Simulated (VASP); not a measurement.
# Y (Fd-3m) in VASP: further runs

The runs below take Y through single point, with r2SCAN.

Program: VASP 6.6.1. These are calculated values, not measurements. Logs are shortened: lines on timing, memory, paths and dates and some standing lists are left out, and cuts for length are marked.

## 1. The cell of the first run

The structure is cubic, space group Fd-3m (No. 227). The conventional cell has a = 6.841 Å, b = 6.841 Å, c = 6.841 Å, α = 90.00°, β = 90.00°, γ = 90.00°. Within 3.9 Å of Y (site symmetry -43m) lie 4 Y at 2.96 Å.

## 2. Single point, r2SCAN

Input file POSCAR:

```
Y
1.0
    0.0000000000      3.4204049950      3.4204049950
    3.4204049950      0.0000000000      3.4204049950
    3.4204049950      3.4204049950      0.0000000000
Y
2
Direct
    0.0000000000      0.0000000000      0.0000000000
    0.2500000000      0.2500000000      0.2500000000
```

Input file INCAR.step1:

```
SYSTEM = Y
ALGO     = Normal         ! electronic algorithm
EDIFF    = 1E-4           ! SCF threshold, eV
ENCUT    = 520            ! plane-wave cutoff, eV
GGA      = PE             ! functional
ISMEAR   = -1             ! smearing method
LASPH    = .True.         ! aspherical terms in the spheres
LCHARG   = .False.        ! write CHGCAR
LREAL    = .False.        ! projectors in reciprocal space
LWAVE    = .True.         ! write WAVECAR
NBANDS   = 18             ! bands
NELM     = 60             ! most SCF steps
PREC     = Accurate       ! precision mode
SIGMA    = 0.1            ! smearing width, eV
```

Input file INCAR.step2:

```
SYSTEM = Y
ALGO     = Normal         ! electronic algorithm
EDIFF    = 1E-6           ! SCF threshold, eV
ENCUT    = 520            ! plane-wave cutoff, eV
ISIF     = 2              ! what is computed and relaxed
ISMEAR   = -1             ! smearing method
ISTART   = 1            
LASPH    = .True.         ! aspherical terms in the spheres
LCHARG   = .True.         ! write CHGCAR
LELF     = .True.         ! ELF
LMIXTAU  = .True.       
LREAL    = .False.        ! projectors in reciprocal space
LVHAR    = .True.       
LWAVE    = .False.        ! write WAVECAR
METAGGA  = R2SCAN         ! meta-GGA
NBANDS   = 18             ! bands
NELM     = 60             ! most SCF steps
PREC     = Accurate       ! precision mode
SIGMA    = 0.1            ! smearing width, eV
```

Input file KPOINTS:

```
k-points
0
Gamma
  6 6 6
  0 0 0
```

Potentials or basis: VASP PAW PBE potentials, release 64 (Y_sv).

Launch:

```
$ cat potpaw_PBE.64/Y_sv/POTCAR > POTCAR
$ cp INCAR.step1 INCAR
$ mpirun -np 1 vasp_std > vasp.out
$ cp INCAR.step2 INCAR
$ mpirun -np 1 vasp_std > vasp.out
```

OUTCAR:

```text
SYSTEM = Y
   EDIFF = 1E-6
   ENCUT = 520
   ISIF = 2
   ISMEAR = -1
   ISTART = 1
   LASPH = .True.
   LREAL = .False.
   METAGGA = R2SCAN
   NELM = 60
   PREC = Accurate

 ion  position               nearest neighbor table
   1  0.000  0.000  0.000-   2 2.96   2 2.96   2 2.96   2 2.96
   2  0.250  0.250  0.250-   1 2.96   1 2.96   1 2.96   1 2.96

  LATTYP: Found a face centered cubic cell.
 ALAT       =     6.8408099900

  Lattice vectors:

 A1 = (   0.0000000000,   3.4204049950,   3.4204049950)
 A2 = (   3.4204049950,   0.0000000000,   3.4204049950)
 A3 = (   3.4204049950,   3.4204049950,   0.0000000000)

Analysis of symmetry for initial positions (statically):
=====================================================================
 Subroutine PRICEL returns:
 Original cell was already a primitive cell.

 Routine SETGRP: Setting up the symmetry group for a
 face centered cubic supercell.

 Subroutine GETGRP returns: Found 48 space group operations
 (whereof 24 operations were pure point group operations)
 out of a pool of 48 trial point group operations.

The static configuration has the point symmetry T_d .
 The point group associated with its full space group is O_h .

Analysis of symmetry for dynamics (positions and initial velocities):
=====================================================================
 Subroutine PRICEL returns:
 Original cell was already a primitive cell.

 Routine SETGRP: Setting up the symmetry group for a
 face centered cubic supercell.

 Subroutine GETGRP returns: Found 48 space group operations
 (whereof 24 operations were pure point group operations)
 out of a pool of 48 trial point group operations.

The dynamic configuration has the point symmetry T_d .
 The point group associated with its full space group is O_h .

 Subroutine INISYM returns: Found 48 space group operations
 (whereof 24 operations are pure point group operations),
 and found     1 'primitive' translations

----------------------------------------------------------------------------------------

                                     Primitive cell

  volume of cell :      80.0318

  direct lattice vectors                    reciprocal lattice vectors
     0.000000000  3.420404995  3.420404995    -0.146181520  0.146181520  0.146181520
     3.420404995  0.000000000  3.420404995     0.146181520 -0.146181520  0.146181520
     3.420404995  3.420404995  0.000000000     0.146181520  0.146181520 -0.146181520

  length of vectors
     4.837183133  4.837183133  4.837183133     0.253193819  0.253193819  0.253193819

  position of ions in fractional coordinates (direct lattice)
     0.000000000  0.000000000  0.000000000
     0.250000000  0.250000000  0.250000000

  ion indices of the primitive-cell ions
   primitive index   ion index
                 1           1
                 2           2

----------------------------------------------------------------------------------------

 KPOINTS: k-points

Automatic generation of k-mesh.
 Grid dimensions read from file:
 generate k-points for:    6    6    6

 Generating k-lattice:

  Cartesian coordinates                     Fractional coordinates (reciprocal lattice)
    -0.024363587  0.024363587  0.024363587     0.166666667  0.000000000  0.000000000
     0.024363587 -0.024363587  0.024363587     0.000000000  0.166666667  0.000000000
     0.024363587  0.024363587 -0.024363587     0.000000000  0.000000000  0.166666667

  Length of vectors
     0.042198970  0.042198970  0.042198970

  Shift w.r.t. Gamma in fractional coordinates (k-lattice)
     0.000000000  0.000000000  0.000000000

 Subroutine IBZKPT returns following result:
 ===========================================

 Found     16 irreducible k-points:

 Following reciprocal coordinates:
            Coordinates               Weight
  0.000000  0.000000  0.000000      1.000000
  0.166667  0.000000  0.000000      8.000000
  0.333333  0.000000  0.000000      8.000000
  0.500000  0.000000  0.000000      4.000000
  0.166667  0.166667  0.000000      6.000000
  0.333333  0.166667  0.000000     24.000000
[... 8 lines left out ...]
 -0.333333  0.333333  0.166667     24.000000
 -0.333333  0.500000  0.166667     12.000000
   k-points           NKPTS =     16   k-points in BZ     NKDIM =     16   number of bands    NBANDS=     18
   number of dos      NEDOS =    301   number of ions     NIONS =      2
   total plane-waves  NPLWV =  46656
   dimension x,y,z NGX =    36 NGY =   36 NGZ =   36
   dimension x,y,z NGXF=    72 NGYF=   72 NGZF=   72
   ions per type =               2
   NGX,Y,Z   is equivalent  to a cutoff of  12.37, 12.37, 12.37 a.u.
   NGXF,Y,Z  is equivalent  to a cutoff of  24.75, 24.75, 24.75 a.u.
 SYSTEM =  Y
   PREC   = accura    normal or accurate (medium, high low for compatibility)
   ISTART =      1    job   : 0-new  1-cont  2-samecut
   ICHARG =      0    charge: 1-file 2-atom 10-const
   ISPIN  =      1    spin polarized calculation?
   LNONCOLLINEAR =      F non collinear calculations
   LSORBIT =      F    spin-orbit coupling
   LASPH  =      T    aspherical Exc in radial PAW
   ENCUT  =  520.0 eV  38.22 Ry    6.18 a.u.   8.99  8.99  8.99*2*pi/ulx,y,z
   NELM   =     60;   NELMIN=  2; NELMDL=  0     # of ELM steps
   EDIFF  = 0.1E-05   stopping-criterion for ELM
   LREAL  =      F    real-space projection
   EDIFFG = 0.1E-04   stopping-criterion for IOM
   NSW    =      0    number of steps for IOM
   IBRION =     -1    ionic relax: 0-MD 1-quasi-New 2-CG
   NFREE  =      0    steps in history (QN), initial steepest desc. (CG)
   ISIF   =      2    stress and relaxation
   ISYM   =      2    0-nonsym 1-usesym 2-fastsym
   POTIM  = 0.5000    time-step for ionic-motion
   TEBEG  =    0.0;   TEEND  =   0.0 temperature during run
   PSTRESS=    0.0 pullay stress
   NELECT =      22.0000    total number of electrons
   NUPDOWN=      -1.0000    fix difference up-down
   EMIN   =  10.00;   EMAX   =-10.00  energy-range for DOS
   EFERMI =   0.00;   METHOD = LEGACY
   ISMEAR =    -1;   SIGMA  =   0.10  broadening in eV -4-tet -1-fermi 0-gaus
   EFERMI_NEDOS =   21; number of points for ismear=-14 and -15
   IALGO  =     38    algorithm
   IMIX   =      4    mixing-type and parameters
     AMIX     =   0.40;   BMIX     =  1.00
     AMIX_MAG =   1.60;   BMIX_MAG =  1.00
  volume/ion in A,a.u.               =      40.02       270.04
  Fermi-wavevector in a.u.,A,eV,Ry     =   1.064457  2.011532 15.416341  1.133069
  Thomas-Fermi vector in A             =   2.199976
   LORBIT       =      0    0 simple, 1 ext, 2 COOP (PROOUT), +10 PAW based schemes
   METAGGA = R2SCAN    functional components
   LHFCALC =     F    Hartree Fock is set to
   AEXX    =    0.0000 exact exchange contribution
   IVDW    =     0    specifies the selected vdW correction
   LEPSILON=     F    determine dielectric tensor
   LRPA    =     F    only Hartree local field effects (RPA)
 non-spin polarized calculation
  energy-cutoff  :      520.00
  volume of cell :       80.03
 maximum number of plane-waves:      2176
   NGX = 17   NGY = 17   NGZ = 17

 number of electron      22.0000001 magnetization

 Free energy of the ion-electron system (eV)
  ---------------------------------------------------
  ext. energy  EPLUGINS =         0.00000000
  ---------------------------------------------------
  free energy    TOTEN  =       -36.34236063 eV

  energy without entropy =      -36.24354503  energy(sigma->0) =      -36.29295283

 E-fermi :   1.8038     XC(G=0):  -9.0808

 val. band max:        1.7555717516   @ k =  -0.3333   0.3333   0.0000
 cond. band min:       1.8201752757   @ k =   0.3333   0.3333   0.0000
 fundamental gap:      0.0646035241
 Fermi energy:         1.8037638043

 k-point     1 :       0.0000    0.0000    0.0000
  band No.  band energies     occupation
      1     -43.0829      2.00000
      2     -42.6918      2.00000
      3     -22.6830      2.00000
      4     -22.6830      2.00000
      5     -22.6830      2.00000
      6     -21.9386      2.00000
[... 10 lines left out ...]
     17       4.0848      0.00000
     18       7.3726      0.00000

 k-point     2 :       0.1667    0.0000    0.0000
  band No.  band energies     occupation
      1     -43.0640      2.00000
      2     -42.7115      2.00000
      3     -22.7079      2.00000
      4     -22.7079      2.00000
      5     -22.6852      2.00000
      6     -21.9402      2.00000
[... 10 lines left out ...]
     17       4.0498      0.00000
     18       7.2776      0.00000

 k-point     3 :       0.3333    0.0000    0.0000
  band No.  band energies     occupation
      1     -43.0178      2.00000
      2     -42.7592      2.00000
      3     -22.7534      2.00000
      4     -22.7534      2.00000
      5     -22.6921      2.00000
      6     -21.9404      2.00000
[... 10 lines left out ...]
     17       4.4835      0.00000
     18       6.9233      0.00000

 k-point     4 :       0.5000    0.0000    0.0000
  band No.  band energies     occupation
      1     -42.9866      2.00000
      2     -42.7912      2.00000
      3     -22.7743      2.00000
      4     -22.7743      2.00000
      5     -22.6968      2.00000
      6     -21.9390      2.00000
[... 10 lines left out ...]
     17       5.0338      0.00000
     18       6.5499      0.00000

 k-point     5 :       0.1667    0.1667    0.0000
  band No.  band energies     occupation
      1     -43.0572      2.00000
      2     -42.7185      2.00000
      3     -22.7369      2.00000
      4     -22.7369      2.00000
      5     -22.6352      2.00000
      6     -21.9934      2.00000
[... 10 lines left out ...]
     17       4.0822      0.00000
     18       6.7900      0.00000

 k-point     6 :       0.3333    0.1667    0.0000
  band No.  band energies     occupation
      1     -43.0178      2.00000
      2     -42.7592      2.00000
      3     -22.7918      2.00000
      4     -22.7820      2.00000
      5     -22.5972      2.00000
      6     -22.0351      2.00000
[... 139 lines left out ...]
 k-point    13 :       0.5000    0.5000    0.0000
  band No.  band energies     occupation
      1     -42.8894      2.00000
      2     -42.8894      2.00000
      3     -22.8672      2.00000
      4     -22.8672      2.00000
      5     -22.3241      2.00000
      6     -22.3241      2.00000
[... 10 lines left out ...]
     17       5.3958      0.00000
     18       5.3958      0.00000

 k-point    14 :       0.5000    0.3333    0.1667
  band No.  band energies     occupation
      1     -42.9737      2.00000
      2     -42.8044      2.00000
      3     -22.8550      2.00000
      4     -22.8117      2.00000
      5     -22.5166      2.00000
      6     -22.1166      2.00000
[... 10 lines left out ...]
     17       4.8457      0.00000
     18       5.4544      0.00000

 k-point    15 :      -0.3333    0.3333    0.1667
  band No.  band energies     occupation
      1     -42.9381      2.00000
      2     -42.8404      2.00000
      3     -22.8787      2.00000
      4     -22.8325      2.00000
      5     -22.4620      2.00000
      6     -22.1695      2.00000
[... 10 lines left out ...]
     17       4.8400      0.00000
     18       6.0664      0.00000

 k-point    16 :      -0.3333    0.5000    0.1667
  band No.  band energies     occupation
      1     -42.8894      2.00000
      2     -42.8894      2.00000
      3     -22.8705      2.00000
      4     -22.8705      2.00000
      5     -22.3183      2.00000
      6     -22.3183      2.00000
[... 10 lines left out ...]
     17       5.8015      0.00000
     18       5.8015      0.00000

------------------------ aborting loop because EDIFF is reached ----------------------------------------

  FORCE on cell =-STRESS in cart. coord.  units (eV):
  Direction    XX          YY          ZZ          XY          YZ          ZX
  --------------------------------------------------------------------------------------
  -------------------------------------------------------------------------------------
  Total        0.1051379      0.1051379      0.1051379     -0.0000000     -0.0000000     -0.0000000
  in kB        2.1047837      2.1047837      2.1047837     -0.0000000     -0.0000000     -0.0000000
  external PRESSURE =       2.1047837 kB  Pullay stress =       0.0000000 kB

 VOLUME and BASIS-vectors are now :
 -----------------------------------------------------------------------------
  energy-cutoff  :      520.00
  volume of cell :       80.03
      direct lattice vectors                 reciprocal lattice vectors
     0.000000000  3.420404995  3.420404995    -0.146181520  0.146181520  0.146181520
     3.420404995  0.000000000  3.420404995     0.146181520 -0.146181520  0.146181520
     3.420404995  3.420404995  0.000000000     0.146181520  0.146181520 -0.146181520

 POSITION                                       TOTAL-FORCE (eV/Angst)
 -----------------------------------------------------------------------------------
      0.00000      0.00000      0.00000        -0.000000     -0.000000     -0.000000
      1.71020      1.71020      1.71020         0.000000      0.000000      0.000000
 -----------------------------------------------------------------------------------
    total drift:                                0.000000      0.000000      0.000000

  FREE ENERGIE OF THE ION-ELECTRON SYSTEM (eV)
  ---------------------------------------------------
  free  energy   TOTEN  =       -36.3423606283 eV

  energy  without entropy=      -36.2435450288  energy(sigma->0) =      -36.29295283
```

It took 93 s on 1 thread of Intel Xeon Platinum 8259CL at 2.50GHz (Skylake/Cascade Lake), shared host; peak memory 0.22 GiB.

Results:

* Free energy: -36.3424 eV
* Pressure: 0.2 GPa
* Band gap on the k mesh: zero (band 11 reaches 2.06 eV, above the bottom of band 12 at 1.57 eV)

Levels at points of the mesh, in eV from the Fermi level:
```tsv
k point	band 7	band 8	band 9	band 10	band 11	band 12	band 13	band 14	band 15	band 16
(0.00, 0.00, 0.00)	-23.74	-23.74	-3.96	-0.19	-0.19	0.62	0.62	0.62	2.28	2.28
(0.50, 0.00, 0.00)	-23.64	-23.64	-1.64	-0.91	-0.21	-0.21	0.65	0.65	0.93	3.23
(0.50, 0.50, 0.00)	-23.55	-23.55	-1.31	-1.31	0.26	0.26	0.78	0.78	2.13	2.13
```

Caveat: the PAW data sets were made with another functional, which shifts forces and pressure a little.

## 3. Single point, r2SCAN

This run uses another cell than the first one, of 40.82 Å³/atom, 1.020 times its volume.

Input file POSCAR:

```
Y
1.0
    0.0000000000      3.4432846383      3.4432846383
    3.4432846383      0.0000000000      3.4432846383
    3.4432846383      3.4432846383      0.0000000000
Y
2
Direct
    0.0000000000      0.0000000000      0.0000000000
    0.2500000000      0.2500000000      0.2500000000
```

Input file INCAR.step1:

```
  PREC = Accurate
  ENCUT = 520
  ISMEAR = -1
  SIGMA = 0.1
  LREAL = F
  LASPH = T
  NELM = 100
  NBANDS = 18
  GGA = PE
  ALGO = Normal
  EDIFF = 1E-4
  LWAVE = T
  LCHARG = F
```

Input file INCAR.step2:

```
  PREC = Accurate
  ENCUT = 520
  EDIFF = 1E-6
  ISMEAR = -1
  SIGMA = 0.1
  LREAL = F
  LASPH = T
  NELM = 100
  ALGO = Normal
  ISIF = 2
  LWAVE = F
  LCHARG = F
  METAGGA = R2SCAN
  LMIXTAU = T
  NBANDS = 18
  ISTART = 1
```

Input file KPOINTS:

```
regular mesh
0
Gamma
  6 6 6
```

Potentials or basis: VASP PAW PBE potentials, release 64 (Y_sv).

Launch:

```
$ cat potpaw_PBE.64/Y_sv/POTCAR > POTCAR
$ cp INCAR.step1 INCAR
$ mpirun -np 1 vasp_std > vasp.out
$ cp INCAR.step2 INCAR
$ mpirun -np 1 vasp_std > vasp.out
```

Wall time 92 s (1 thread of Intel Xeon Platinum 8259CL at 2.50GHz (Skylake/Cascade Lake), shared host); peak memory 0.22 GiB.

The run converged. Its results:

| Quantity | Value |
| --- | --- |
| Free energy | -36.3431 eV |
| Pressure | 0.0 GPa |
| Band gap on the k mesh | zero (band 11 reaches 1.94 eV, above the bottom of band 12 at 1.49 eV) |

Levels at points of the mesh, in eV from the Fermi level:
```tsv
k point	band 9	band 10	band 11	band 12	band 13	band 14
(0.00, 0.00, 0.00)	-3.94	-0.17	-0.17	0.61	0.61	0.61
(0.50, 0.00, 0.00)	-1.66	-0.89	-0.19	-0.19	0.64	0.64
(0.50, 0.50, 0.00)	-1.27	-1.27	0.19	0.19	0.77	0.77
```

Caveat: the PAW data sets were made with another functional, which shifts forces and pressure a little.
